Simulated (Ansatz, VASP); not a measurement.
## One calculation of La, two programs

```
La
1.0
     1.91803    3.32212    0.00000
    -1.91803    3.32212    0.00000
     0.00000    0.00000    6.04044
La
2
Cartesian
  0.0000 2.2148 1.5101
  0.0000 4.4295 4.5303
```

Alike in both runs: task single point; functional r2SCAN; k mesh 10 × 10 × 6; no spin polarisation.

|  | VASP | Ansatz |
| --- | --- | --- |
| version | VASP 6.6.1 | Ansatz 0.2.0 |
| potentials or method | VASP PAW PBE potentials, release 64 (La), cutoff 520 eV | PAW plane waves |
| occupations | fermi-dirac, width 0.1 eV | fermi-dirac |
| valence electrons in the cell | 22 | 22 |

```csv
,VASP,Ansatz,Ansatz less VASP
pressure (GPa),-0.2,-0.3,-0.06
"traceless stress, the component that is largest in VASP (GPa)",0.05,0.07,+0.015
```

VASP's potentials were made for PBE, not for r2SCAN. Ansatz's warnings: structure snapped to symmetry.

Spin-orbit coupling is off throughout.
